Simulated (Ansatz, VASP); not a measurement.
# SiO2 in VASP and in Ansatz

The input INCAR:

```
PREC = Accurate
ENCUT = 600
EDIFF = 1E-6
ISMEAR = 0
SIGMA = 0.1
LREAL = False
LASPH = True
NELM = 120
ALGO = Normal
ISIF = 2
LWAVE = False
LCHARG = False
NBANDS = 25
GGA_COMPAT = False
```

File KPOINTS:

```
regular mesh
0
Gamma
  4 4 6
```

POSCAR

```
SiO2
1.0
    4.2331690000      0.0000000000      0.0000000000
    0.0000000000      4.2331690000      0.0000000000
    0.0000000000      0.0000000000      2.6934950000
Si O
2 4
Direct
    0.5000000000      0.5000000000      0.5000000000
    0.0000000000      0.0000000000      0.0000000000
    0.6931610000      0.6931610000      0.0000000000
    0.1931610000      0.8068390000      0.5000000000
    0.3068390000      0.3068390000      0.0000000000
    0.8068390000      0.1931610000      0.5000000000
```

Input for Ansatz:

```yaml
crystal:
  lattice:
    - [4.233169, 0.0, 0.0]
    - [0.0, 4.233169, 0.0]
    - [0.0, 0.0, 2.693495]
  atoms:
    - { symbol: Si, position: [0.5, 0.5, 0.5] }
    - { symbol: Si, position: [0.0, 0.0, 0.0] }
    - { symbol: O, position: [0.693161, 0.693161, 0.0] }
    - { symbol: O, position: [0.193161, 0.806839, 0.5] }
    - { symbol: O, position: [0.306839, 0.306839, 0.0] }
    - { symbol: O, position: [0.806839, 0.193161, 0.5] }
basis:
  ecutwfc: 420
kpoints:
  mp_grid: { grid: [4, 4, 6] }
hamiltonian:
  xc: lda
scf:
  occupations: { method: gaussian, width: 0.1 }
output:
  forces: true
  stress: true
  eigenvalues: true
```

Alike in both runs: task single point; functional LDA; k mesh 4 × 4 × 6; occupations gaussian, width 0.1 eV; no spin polarisation.

|  | VASP | Ansatz |
| --- | --- | --- |
| version | VASP 6.6.1 | Ansatz 0.2.0 |
| potentials or method | VASP PAW LDA potentials, release 64 (Si, O), cutoff 600 eV | scalar-relativistic, plane waves, PAW |
| valence electrons in the cell | 32 | 32 |

```csv
,VASP,Ansatz,Ansatz less VASP
gap on the k mesh at the Fermi level (eV),5.02,5.01,-0.008
least direct gap on the mesh (eV),5.02,5.01,-0.008
pressure (GPa),-13.6,-14.1,-0.48
"traceless stress, the component that is largest in VASP (GPa)",-0.26,-0.84,-0.582
rms of the force components (eV/Å),0.047,0.066,+0.0187
```

LDA's correlation is that of Perdew and Zunger in VASP and of Perdew and Wang (1992) in Ansatz. Atom by atom the forces differ by 0.019 eV/Å (rms over components).
